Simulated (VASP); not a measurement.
Runs of VASP 6.6.1 on Hf. The structure is that of space group P6_3/mmc (No. 194), or close to it. The cells are those of the table. 

```csv
task,cell,cutoff (eV),gap on the mesh (eV),pressure (GPa)
single point,"a = 3.184, b = 3.184, c = 5.031 Å, angles 90.0, 90.0, 120.0°, 2 atoms",520,none,1.7
single point,"a = 3.206, b = 3.206, c = 5.065 Å, angles 90.0, 90.0, 120.0°, 2 atoms",520,none,-0.5
single point,"a = 3.162, b = 3.162, c = 4.997 Å, angles 90.0, 90.0, 120.0°, 2 atoms",520,none,(a)
relaxation of shape and atoms at fixed volume,"relaxed from a = 3.184, b = 3.184, c = 5.031 Å, angles 90.0, 90.0, 120.0°, 2 atoms",600,none,1.8
electric field gradients,"a = 3.206, b = 3.206, c = 5.065 Å, angles 90.0, 90.0, 120.0°, 2 atoms",520,none,-0.4
```

Alike in all rows: level PBE; potentials or basis VASP PAW PBE potentials, release 64 (Hf_pv); no spin polarisation; k mesh 16 × 16 × 10; smearing gaussian 0.05 eV.

Question: Estimate the missing entries.

Answer: (a) 4.2.

Caveats: spin-orbit coupling is left out, which moves the levels of the heavy elements; the cell stands under pressure (at least some runs).

A k mesh can miss the band edges, and the runs leave out spin-orbit coupling on Hf.

A gap of «none» marks levels without a gap at the run's occupations.
